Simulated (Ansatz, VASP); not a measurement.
## V in VASP and in Ansatz

```
V
1.0
    -1.46365    1.46365    1.46365
     1.46365   -1.46365    1.46365
     1.46365    1.46365   -1.46365
V
1
Cartesian
  0.0000 0.0000 0.0000
```

Alike in both runs: task single point; functional LDA; k mesh 25 × 25 × 25; occupations fermi-dirac, width 0.1 eV; no spin polarisation.

```csv
,VASP,Ansatz
version,VASP 6.6.1,Ansatz 0.2.0
potentials or method,"VASP PAW LDA potentials, release 64 (V_sv), cutoff 520 eV","plane waves (420 eV) with PAW, scalar-relativistic"
valence electrons in the cell,13,13
```

|  | VASP | Ansatz | Ansatz less VASP |
| --- | --- | --- | --- |
| pressure (GPa) | 0.5 | 0.0 | -0.50 |

Ansatz warns that its potentials were made for another functional, while VASP's fit it. LDA's correlation is that of Perdew and Zunger in VASP and of Perdew and Wang (1992) in Ansatz.
